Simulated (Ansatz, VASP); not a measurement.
# AlNi: VASP beside Ansatz

POSCAR

```
AlNi
1.0
    1.9386940000     -1.9531901500      0.0000000000
    1.9386940000      1.9531901500      0.0000000000
    0.0000000000      0.0000000000      3.0994300413
Al Ni
1 1
Direct
    0.0000000000      0.0000000000      0.0000000000
    0.5000000000      0.5000000000      0.5000000000
```

The input INCAR.step1:

```
  PREC = Accurate
  ENCUT = 520
  ISMEAR = -1
  SIGMA = 0.3
  LREAL = F
  LASPH = T
  NELM = 80
  NBANDS = 14
  GGA = PE
  ALGO = Normal
  EDIFF = 1E-4
  LWAVE = T
  LCHARG = F
```

Contents of INCAR.step2:

```
  PREC = Accurate
  ENCUT = 520
  EDIFF = 1E-7
  ISMEAR = -1
  SIGMA = 0.3
  LREAL = F
  LASPH = T
  NELM = 80
  ALGO = Normal
  ISIF = 2
  LWAVE = F
  LCHARG = F
  METAGGA = R2SCAN
  LMIXTAU = T
  NBANDS = 14
  ISTART = 1
```

File KPOINTS:

```
Automatic mesh
0
Gamma
  16 16 14
```

Input for Ansatz:

```yaml
crystal:
  lattice:
    - [1.938694, -1.95319015, 0.0]
    - [1.938694, 1.95319015, 0.0]
    - [0.0, 0.0, 3.0994300413]
  atoms:
    - { symbol: Al, position: [0.0, 0.0, 0.0] }
    - { symbol: Ni, position: [0.5, 0.5, 0.5] }
basis:
  ecutwfc: 500
kpoints:
  mp_grid: { grid: [16, 16, 14] }
hamiltonian:
  xc: r2scan
scf:
  occupations: { method: fermi_dirac, width: 0.3 }
output:
  forces: true
  stress: true
  eigenvalues: true
```

Alike in both runs: task single point; functional r2SCAN; k mesh 16 × 16 × 14; occupations fermi-dirac, width 0.3 eV; no spin polarisation.

|  | VASP | Ansatz |
| --- | --- | --- |
| version | VASP 6.6.1 | Ansatz 0.2.0 |
| potentials or method | VASP PAW PBE potentials, release 64 (Al, Ni), cutoff 520 eV | scalar-relativistic, plane waves, PAW |
| valence electrons in the cell | 13 | 21 |

|  | VASP | Ansatz | Ansatz less VASP |
| --- | --- | --- | --- |
| gap on the k mesh at the Fermi level (eV) | none | none | - |
| pressure (GPa) | 1.1 | 1.4 | +0.24 |
| traceless stress, the component that is largest in VASP (GPa) | -4.43 | -4.28 | +0.148 |

VASP's potentials were made for PBE, not for r2SCAN. A gap of «none» marks a metal or a gap that the smearing closes. VASP's potentials hold 13 valence electrons a cell and Ansatz's 21, so a difference there can come from the potentials and not from the codes.
